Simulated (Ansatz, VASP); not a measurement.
## HfO2: VASP beside Ansatz

The input INCAR:

```
SYSTEM = HfO2
PREC = Accurate
ENCUT = 520
EDIFF = 1E-6
ISMEAR = 0
SIGMA = 0.05
LREAL = .False.
LASPH = .True.
NELM = 60
ALGO = Normal
ISIF = 2
LWAVE = .False.
LCHARG = .False.
LDIPOL = .True.
IDIPOL = 3
DIPOL = 0.5 0.5 0.500
GGA = PE
NBANDS = 56
```

The input KPOINTS:

```
regular mesh
0
Gamma
  9 9 1
  0 0 0
```

POSCAR

```
HfO2
1.0
    3.6045556750      0.0000000000      0.0000000000
   -1.8022778375      3.1216367839      0.0000000000
    0.0000000000      0.0000000000     25.3008758455
O Hf
8 4
Direct
    0.0000000000      0.0000000000      0.2964324257
    0.3333333333      0.6666666667      0.3545945898
    0.6666666667      0.3333333333      0.4127567539
    0.0000000000      0.0000000000      0.4709189180
    0.3333333333      0.6666666667      0.5290810820
    0.6666666667      0.3333333333      0.5872432461
    0.0000000000      0.0000000000      0.6454054102
    0.3333333333      0.6666666667      0.7035675743
    0.6666666667      0.3333333333      0.3255135078
    0.3333333333      0.6666666667      0.4418378359
    0.0000000000      0.0000000000      0.5581621641
    0.6666666667      0.3333333333      0.6744864922
```

Input for Ansatz:

```yaml
crystal:
  lattice:
    - [3.604555675, 0.0, 0.0]
    - [-1.8022778375, 3.1216367839, 0.0]
    - [0.0, 0.0, 25.3008758455]
  atoms:
    - { symbol: O, position: [0.0, 0.0, 0.2964324257] }
    - { symbol: Hf, position: [0.6666666667, 0.3333333333, 0.3255135078] }
    - { symbol: O, position: [0.3333333333, 0.6666666667, 0.3545945898] }
    - { symbol: O, position: [0.6666666667, 0.3333333333, 0.4127567539] }
    - { symbol: Hf, position: [0.3333333333, 0.6666666667, 0.4418378359] }
    - { symbol: O, position: [0.0, 0.0, 0.470918918] }
    - { symbol: O, position: [0.3333333333, 0.6666666667, 0.529081082] }
    - { symbol: Hf, position: [0.0, 0.0, 0.5581621641] }
    - { symbol: O, position: [0.6666666667, 0.3333333333, 0.5872432461] }
    - { symbol: O, position: [0.0, 0.0, 0.6454054102] }
    - { symbol: Hf, position: [0.6666666667, 0.3333333333, 0.6744864922] }
    - { symbol: O, position: [0.3333333333, 0.6666666667, 0.7035675743] }
basis:
  ecutwfc: 420
kpoints:
  mp_grid: { grid: [9, 9, 1] }
hamiltonian:
  xc: pbe
scf:
  occupations: { method: gaussian, width: 0.05 }
output:
  forces: true
  stress: true
  eigenvalues: true
efield:
  axis: 3
  dipole_correction: true
  ramp_width: 0.04
```

Alike in both runs: task single point; functional PBE; k mesh 9 × 9 × 1; occupations gaussian, width 0.05 eV; no spin polarisation.

|  | VASP | Ansatz |
| --- | --- | --- |
| version | VASP 6.6.1 | Ansatz 0.2.0 |
| potentials or method | VASP PAW PBE potentials, release 64 (O, Hf_pv), cutoff 520 eV | scalar-relativistic, plane waves, PAW |
| valence electrons in the cell | 88 | 152 |

|  | VASP | Ansatz | Ansatz less VASP |
| --- | --- | --- | --- |
| gap on the k mesh at the Fermi level (eV) | 4.06 | 4.07 | +0.001 |
| least direct gap on the mesh (eV) | 4.06 | 4.07 | +0.001 |
| rms of the force components (eV/Å) | 0.310 | 0.296 | -0.0145 |

VASP's potentials hold 88 valence electrons a cell and Ansatz's 152, so a difference there can come from the potentials and not from the codes.

Neither program's run includes spin-orbit coupling.
